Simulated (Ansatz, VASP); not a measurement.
## AlFe: VASP beside Ansatz

```
Al Fe
1.0
     2.90514    0.00000    0.00000
     0.00000    2.90514    0.00000
     0.00000    0.00000    2.90514
Al Fe
1 1
Direct
  0.00082 0.00642 0.00817
  0.49971 0.49382 0.49530
```

Alike in both runs: task single point; functional LDA; k mesh 7 × 7 × 7; collinear spin.

```csv
,VASP,Ansatz
version,VASP 6.6.1,Ansatz 0.2.0
potentials or method,"VASP PAW LDA potentials, release 64 (Al, Fe), cutoff 520 eV","plane waves, PAW"
occupations,"fermi-dirac, width 0.1 eV",fermi-dirac
valence electrons in the cell,11,19
```

|  | VASP | Ansatz | Ansatz less VASP |
| --- | --- | --- | --- |
| pressure (GPa) | -15.0 | -15.2 | -0.22 |
| traceless stress, the component that is largest in VASP (GPa) | 0.19 | 0.18 | -0.003 |
| rms of the force components (eV/Å) | 0.195 | 0.193 | -0.0020 |
| net moment per atom (μB) | 0.31 | 0.34 | +0.029 |
| size of the moment on the site where the two differ most (μB) | 0.64 | 0.70 | +0.057 |

LDA's correlation is that of Perdew and Zunger in VASP and of Perdew and Wang (1992) in Ansatz. Site moments also hang on the region over which each program counts them. Atom by atom the forces differ by 0.002 eV/Å (rms over components). VASP's potentials hold 11 valence electrons a cell and Ansatz's 19, so a difference there can come from the potentials and not from the codes. Ansatz's warnings: stability check not made, stress scf threshold loose.
